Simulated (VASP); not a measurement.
# Zn (Fm-3m) in VASP: notebook

Runs on Zn. Level: PBE. Tasks: single point, relaxation of cell and atoms.

Everything below comes from runs of VASP 6.6.1. Logs are shortened: lines on timing, memory, paths and dates and some standing lists are left out, and cuts for length are marked.

### 1 The cell of the first run

Symmetry: Fm-3m, No. 225, cubic system. Conventional cell: a = 3.928 Å, b = 3.928 Å, c = 3.928 Å, α = 90.00°, β = 90.00°, γ = 90.00°. Within 3.7 Å of Zn (site symmetry m-3m) lie 12 Zn at 2.78 Å.

### 2 Single point, PBE

INCAR

```
  PREC = Accurate
  ENCUT = 520
  EDIFF = 1E-6
  ISMEAR = 0
  SIGMA = 0.1
  LREAL = False
  LASPH = True
  NELM = 80
  ALGO = Fast
  ISIF = 2
  LWAVE = False
  LCHARG = False
  GGA = PE
  NBANDS = 12
```

KPOINTS

```
Automatic mesh
0
Gamma
  18 18 18
```

POSCAR

```
Zn
1.0
    0.0000000000      1.9642359331      1.9642359331
    1.9642359331      0.0000000000      1.9642359331
    1.9642359331      1.9642359331      0.0000000000
Zn
1
Direct
    0.0000000000      0.0000000000      0.0000000000
```

Potentials or basis: VASP PAW PBE potentials, release 64 (Zn).

Command:

```sh
> cat potpaw_PBE.64/Zn/POTCAR > POTCAR
> mpirun -np 1 vasp_std > vasp.out
```

OUTCAR:

```text
PREC = Accurate
   ENCUT = 520
   EDIFF = 1E-6
   ISMEAR = 0
   LREAL = False
   LASPH = True
   NELM = 80
   ISIF = 2
   GGA = PE

 ion  position               nearest neighbor table
   1  0.000  0.000  0.000-

  LATTYP: Found a face centered cubic cell.
 ALAT       =     3.9284718662

  Lattice vectors:

 A1 = (   0.0000000000,   1.9642359331,   1.9642359331)
 A2 = (   1.9642359331,   0.0000000000,   1.9642359331)
 A3 = (   1.9642359331,   1.9642359331,   0.0000000000)

Analysis of symmetry for initial positions (statically):
=====================================================================
 Subroutine PRICEL returns:
 Original cell was already a primitive cell.

 Routine SETGRP: Setting up the symmetry group for a
 face centered cubic supercell.

 Subroutine GETGRP returns: Found 48 space group operations
 (whereof 48 operations were pure point group operations)
 out of a pool of 48 trial point group operations.

The static configuration has the point symmetry O_h .

Analysis of symmetry for dynamics (positions and initial velocities):
=====================================================================
 Subroutine PRICEL returns:
 Original cell was already a primitive cell.

 Routine SETGRP: Setting up the symmetry group for a
 face centered cubic supercell.

 Subroutine GETGRP returns: Found 48 space group operations
 (whereof 48 operations were pure point group operations)
 out of a pool of 48 trial point group operations.

The dynamic configuration has the point symmetry O_h .

 Subroutine INISYM returns: Found 48 space group operations
 (whereof 48 operations are pure point group operations),
 and found     1 'primitive' translations

----------------------------------------------------------------------------------------

                                     Primitive cell

  volume of cell :      15.1569

  direct lattice vectors                    reciprocal lattice vectors
     0.000000000  1.964235933  1.964235933    -0.254551906  0.254551906  0.254551906
     1.964235933  0.000000000  1.964235933     0.254551906 -0.254551906  0.254551906
     1.964235933  1.964235933  0.000000000     0.254551906  0.254551906 -0.254551906

  length of vectors
     2.777849096  2.777849096  2.777849096     0.440896834  0.440896834  0.440896834

  position of ions in fractional coordinates (direct lattice)
     0.000000000  0.000000000  0.000000000

  ion indices of the primitive-cell ions
   primitive index   ion index
                 1           1

----------------------------------------------------------------------------------------

 KPOINTS: Automatic mesh

Automatic generation of k-mesh.
 Grid dimensions read from file:
 generate k-points for:   18   18   18

 Generating k-lattice:

  Cartesian coordinates                     Fractional coordinates (reciprocal lattice)
    -0.014141773  0.014141773  0.014141773     0.055555556  0.000000000  0.000000000
     0.014141773 -0.014141773  0.014141773     0.000000000  0.055555556  0.000000000
     0.014141773  0.014141773 -0.014141773     0.000000000  0.000000000  0.055555556

  Length of vectors
     0.024494269  0.024494269  0.024494269

  Shift w.r.t. Gamma in fractional coordinates (k-lattice)
     0.000000000  0.000000000  0.000000000

 Subroutine IBZKPT returns following result:
 ===========================================

 Found    195 irreducible k-points:

 Following reciprocal coordinates:
            Coordinates               Weight
  0.000000  0.000000  0.000000      1.000000
  0.055556  0.000000  0.000000      8.000000
  0.111111  0.000000  0.000000      8.000000
  0.166667  0.000000  0.000000      8.000000
  0.222222  0.000000  0.000000      8.000000
  0.277778  0.000000  0.000000      8.000000
[... 16 lines left out ...]
 -0.277778  0.055556  0.000000     24.000000
 -0.222222  0.055556  0.000000     24.000000
 [... further k-points ...]
   k-points           NKPTS =    195   k-points in BZ     NKDIM =    195   number of bands    NBANDS=     12
   number of dos      NEDOS =    301   number of ions     NIONS =      1
   total plane-waves  NPLWV =  13824
   dimension x,y,z NGX =    24 NGY =   24 NGZ =   24
   dimension x,y,z NGXF=    48 NGYF=   48 NGZF=   48
   ions per type =               1
   NGX,Y,Z   is equivalent  to a cutoff of  14.36, 14.36, 14.36 a.u.
   NGXF,Y,Z  is equivalent  to a cutoff of  28.73, 28.73, 28.73 a.u.
 SYSTEM =  unknown system
   PREC   = accura    normal or accurate (medium, high low for compatibility)
   ISTART =      0    job   : 0-new  1-cont  2-samecut
   ICHARG =      2    charge: 1-file 2-atom 10-const
   ISPIN  =      1    spin polarized calculation?
   LNONCOLLINEAR =      F non collinear calculations
   LSORBIT =      F    spin-orbit coupling
   LASPH  =      T    aspherical Exc in radial PAW
   ENCUT  =  520.0 eV  38.22 Ry    6.18 a.u.   5.16  5.16  5.16*2*pi/ulx,y,z
   NELM   =     80;   NELMIN=  2; NELMDL= -5     # of ELM steps
   EDIFF  = 0.1E-05   stopping-criterion for ELM
   LREAL  =      F    real-space projection
   EDIFFG = 0.1E-04   stopping-criterion for IOM
   NSW    =      0    number of steps for IOM
   IBRION =     -1    ionic relax: 0-MD 1-quasi-New 2-CG
   NFREE  =      0    steps in history (QN), initial steepest desc. (CG)
   ISIF   =      2    stress and relaxation
   ISYM   =      2    0-nonsym 1-usesym 2-fastsym
   POTIM  = 0.5000    time-step for ionic-motion
   TEBEG  =    0.0;   TEEND  =   0.0 temperature during run
   PSTRESS=    0.0 pullay stress
   NELECT =      12.0000    total number of electrons
   NUPDOWN=      -1.0000    fix difference up-down
   EMIN   =  10.00;   EMAX   =-10.00  energy-range for DOS
   EFERMI =   0.00;   METHOD = LEGACY
   ISMEAR =     0;   SIGMA  =   0.10  broadening in eV -4-tet -1-fermi 0-gaus
   EFERMI_NEDOS =   21; number of points for ismear=-14 and -15
   IALGO  =     68    algorithm
   IMIX   =      4    mixing-type and parameters
     AMIX     =   0.40;   BMIX     =  1.00
     AMIX_MAG =   1.60;   BMIX_MAG =  1.00
  volume/ion in A,a.u.               =      15.16       102.28
  Fermi-wavevector in a.u.,A,eV,Ry     =   1.514485  2.861961 31.207198  2.293664
  Thomas-Fermi vector in A             =   2.624136
   LORBIT       =      0    0 simple, 1 ext, 2 COOP (PROOUT), +10 PAW based schemes
   GGA     = PE    functional components
   LHFCALC =     F    Hartree Fock is set to
   AEXX    =    0.0000 exact exchange contribution
   IVDW    =     0    specifies the selected vdW correction
   LEPSILON=     F    determine dielectric tensor
   LRPA    =     F    only Hartree local field effects (RPA)
 non-spin polarized calculation
 RMM-DIIS sequential band-by-band and
 Gauss-broadening in eV      SIGMA  =   0.10
  energy-cutoff  :      520.00
  volume of cell :       15.16
 maximum number of plane-waves:       419
 NGX is ok and might be reduce to    24
   NGX = 11   NGY = 11   NGZ = 11

 number of electron      12.0000008 magnetization

 Free energy of the ion-electron system (eV)
  ---------------------------------------------------
  ext. energy  EPLUGINS =         0.00000000
  ---------------------------------------------------
  free energy    TOTEN  =        -1.08543075 eV

  energy without entropy =       -1.08415859  energy(sigma->0) =       -1.08479467

 E-fermi :   3.0267     XC(G=0): -11.5812

 val. band max:        2.9956370143   @ k =  -0.3889   0.4444   0.0556
 cond. band min:       3.0869708345   @ k =  -0.3333   0.3333   0.1667
 fundamental gap:      0.0913338202
 Fermi energy:         3.0267038615

 k-point     1 :       0.0000    0.0000    0.0000
  band No.  band energies     occupation
      1      -7.2713      2.00000
      2      -4.5331      2.00000
      3      -4.5331      2.00000
      4      -4.5331      2.00000
      5      -4.1529      2.00000
      6      -4.1529      2.00000
      7      21.3713      0.00000
      8      21.3713      0.00000
      9      21.3713      0.00000
     10      21.9881      0.00000
     11      24.1470      0.00000
     12      24.1471      0.00000

 k-point     2 :       0.0556    0.0000    0.0000
  band No.  band energies     occupation
      1      -7.1779      2.00000
      2      -4.5409      2.00000
      3      -4.5223      2.00000
      4      -4.5223      2.00000
      5      -4.1561      2.00000
      6      -4.1561      2.00000
      7      19.6312      0.00000
      8      21.0577      0.00000
      9      21.0577      0.00000
     10      21.7988      0.00000
     11      24.6187      0.00000
     12      24.6187      0.00000

 k-point     3 :       0.1111    0.0000    0.0000
  band No.  band energies     occupation
      1      -6.9021      2.00000
      2      -4.5588      2.00000
      3      -4.4945      2.00000
      4      -4.4945      2.00000
      5      -4.1618      2.00000
      6      -4.1618      2.00000
      7      16.9221      0.00000
      8      20.4467      0.00000
      9      20.4468      0.00000
     10      21.6888      0.00000
     11      25.6978      0.00000
     12      25.6978      0.00000
[... 286 lines left out ...]
 k-point    23 :      -0.2778    0.0556    0.0000
  band No.  band energies     occupation
      1      -5.3288      2.00000
      2      -4.4784      2.00000
      3      -4.4550      2.00000
      4      -4.1757      2.00000
      5      -4.0911      2.00000
      6      -3.7021      2.00000
      7       8.5012      0.00000
      8      16.8153      0.00000
      9      19.9024      0.00000
     10      21.3836      0.00000
     11      23.1601      0.00000
     12      24.1874      0.00000

 k-point    24 :      -0.2222    0.0556    0.0000
  band No.  band energies     occupation
      1      -5.6733      2.00000
      2      -4.5106      2.00000
      3      -4.4361      2.00000
      4      -4.4101      2.00000
      5      -4.1605      2.00000
      6      -4.0056      2.00000
      7      10.8908      0.00000
      8      17.0818      0.00000
      9      20.4830      0.00000
     10      21.8517      0.00000
     11      24.0587      0.00000
     12      24.6776      0.00000

 [... further k-points ...]

------------------------ aborting loop because EDIFF is reached ----------------------------------------

  FORCE on cell =-STRESS in cart. coord.  units (eV):
  Direction    XX          YY          ZZ          XY          YZ          ZX
  --------------------------------------------------------------------------------------
  -------------------------------------------------------------------------------------
  Total        0.0271995      0.0271995      0.0271995     -0.0000000     -0.0000000      0.0000000
  in kB        2.8751506      2.8751506      2.8751506     -0.0000000     -0.0000000      0.0000000
  external PRESSURE =       2.8751506 kB  Pullay stress =       0.0000000 kB

 VOLUME and BASIS-vectors are now :
 -----------------------------------------------------------------------------
  energy-cutoff  :      520.00
  volume of cell :       15.16
      direct lattice vectors                 reciprocal lattice vectors
     0.000000000  1.964235933  1.964235933    -0.254551906  0.254551906  0.254551906
     1.964235933  0.000000000  1.964235933     0.254551906 -0.254551906  0.254551906
     1.964235933  1.964235933  0.000000000     0.254551906  0.254551906 -0.254551906

 POSITION                                       TOTAL-FORCE (eV/Angst)
 -----------------------------------------------------------------------------------
      0.00000      0.00000      0.00000        -0.000000      0.000000      0.000000
 -----------------------------------------------------------------------------------
    total drift:                                0.000000      0.000000     -0.000000

  FREE ENERGIE OF THE ION-ELECTRON SYSTEM (eV)
  ---------------------------------------------------
  free  energy   TOTEN  =        -1.0854307467 eV

  energy  without entropy=       -1.0841585885  energy(sigma->0) =       -1.08479467
```

Run time: 11 s. Hardware: 1 thread of Intel Xeon 6975P-C (Granite Rapids), shared host; peak memory 0.15 GiB.

Results:

```yaml
Free_energy: -1.0854 eV
Pressure: 0.3 GPa
Band_gap_on_the_k_mesh: zero (band 6 reaches 4.73 eV, above the bottom of band 7 at 1.71 eV)
```

### 3 Relaxation of cell and atoms, PBE

This run uses another cell than the first one, of 15.25 Å³/atom, 1.006 times its volume.

INCAR

```
PREC = Accurate
ENCUT = 600
EDIFF = 1E-6
ISMEAR = 0
SIGMA = 0.1
LREAL = F
LASPH = T
NELM = 80
ALGO = Normal
ISIF = 3
LWAVE = F
LCHARG = F
GGA = PE
IBRION = 2
NSW = 80
EDIFFG = -0.01
```

KPOINTS is that of step 2.

POSCAR

```
Zn
1.0
    0.0000000000      1.9682667482      1.9682667482
    1.9682667482      0.0000000000      1.9682667482
    1.9682667482      1.9682667482      0.0000000000
Zn
1
Direct
    0.0000000000      0.0000000000      0.0000000000
```

Potentials or basis: VASP PAW PBE potentials, release 64 (Zn).

Command:

```sh
> cat potpaw_PBE.64/Zn/POTCAR > POTCAR
> mpirun -np 1 vasp_std > vasp.out
```

Wall time 12 s (1 thread of Intel Xeon 6975P-C (Granite Rapids), shared host); peak memory 0.17 GiB.

The run converged. Its results:

```
Free energy                            : -1.0853 eV
Relaxed volume                         : 15.23 Å³/atom
Relaxed cell                           : a = 2.782 Å, b = 2.782 Å, c = 2.782 Å, α = 60.00°, β = 60.00°, γ = 60.00°
Space group after relaxing (to 0.05 Å) : Fm-3m (No. 225)
Energy gained by relaxing              : 0.0 meV/atom
Ionic steps                            : 2
Pressure after relaxing                : -0.1 GPa
Band gap on the k mesh                 : zero (band 6 reaches 4.69 eV, above the bottom of band 7 at 1.67 eV)
```

Final structure:
```
Zn
1.0
     0.00000    1.96724    1.96724
     1.96724    0.00000    1.96724
     1.96724    1.96724    0.00000
Zn
1
Direct
  0.00000 0.00000 0.00000
```

Levels at points of the mesh, in eV from the Fermi level:
```tsv
k point	band 4	band 5	band 6	band 7	band 8	band 9
(0.00, 0.00, 0.00)	-7.55	-7.17	-7.17	18.28	18.28	18.28
(0.50, 0.00, 0.00)	-6.89	-6.89	-2.82	-1.32	15.27	15.27
(0.50, 0.50, 0.00)	-6.82	-6.82	-0.92	1.78	8.47	8.47
```

### 4 Single point, PBE

This run uses another cell than the first one, of 15.25 Å³/atom, 1.006 times its volume.

INCAR

```
SYSTEM = Zn
ALGO = Normal
EDIFF = 1E-6
ENCUT = 500
GGA = PE
GGA_COMPAT = .FALSE.
ISIF = 2
ISMEAR = 0
LASPH = .TRUE.
LCHARG = .FALSE.
LREAL = .FALSE.
LWAVE = .FALSE.
NBANDS = 12
NELM = 120
PREC = Accurate
SIGMA = 0.1
```

KPOINTS

```
k-points
0
G
  8 8 8
  0 0 0
```

POSCAR

```
Zn
1.0
    0.0000000000      1.9682667478      1.9682667478
    1.9682667478      0.0000000000      1.9682667478
    1.9682667478      1.9682667478      0.0000000000
Zn
1
Direct
    0.0000000000      0.0000000000      0.0000000000
```

Command:

```sh
> cat potpaw_PBE.64/Zn/POTCAR > POTCAR
> mpirun -np 1 vasp_std > vasp.out
```

Run time: 2.2 s. Hardware: 1 thread of Intel Xeon 6975P-C (Granite Rapids), shared host; peak memory 0.11 GiB.

It converged, with:

```yaml
Free_energy: -1.0800 eV
Pressure: 0.2 GPa
Band_gap_on_the_k_mesh: zero (band 6 reaches 5.29 eV, above the bottom of band 7 at 1.66 eV)
```

Levels at points of the mesh, in eV from the Fermi level:
```csv
k point,band 4,band 5,band 6,band 7,band 8,band 9
"(0.00, 0.00, 0.00)",-7.26,-6.89,-6.89,18.54,18.54,18.54
"(0.50, 0.00, 0.00)",-6.61,-6.61,-2.54,-1.05,15.53,15.53
"(0.50, 0.50, 0.00)",-6.54,-6.54,-0.64,2.05,8.74,8.74
```

### 5 Summary

```tsv
task	cell	k mesh	cutoff (eV)	gap on the mesh (eV)	pressure (GPa)
single point	a = 2.778 Å, angles 60.0°, 1 atom	18 × 18 × 18	520	none	0.3
relaxation of cell and atoms	relaxed from a = 2.784 Å, angles 60.0°, 1 atom	18 × 18 × 18	600	none	-0.1
single point	a = 2.784 Å, angles 60.0°, 1 atom	8 × 8 × 8	500	none	0.2
```

Alike in all rows: level PBE; potentials or basis VASP PAW PBE potentials, release 64 (Zn); no spin polarisation; smearing gaussian 0.1 eV.

Total energies depend on the potentials used, so only differences within one code and one set of settings carry meaning.
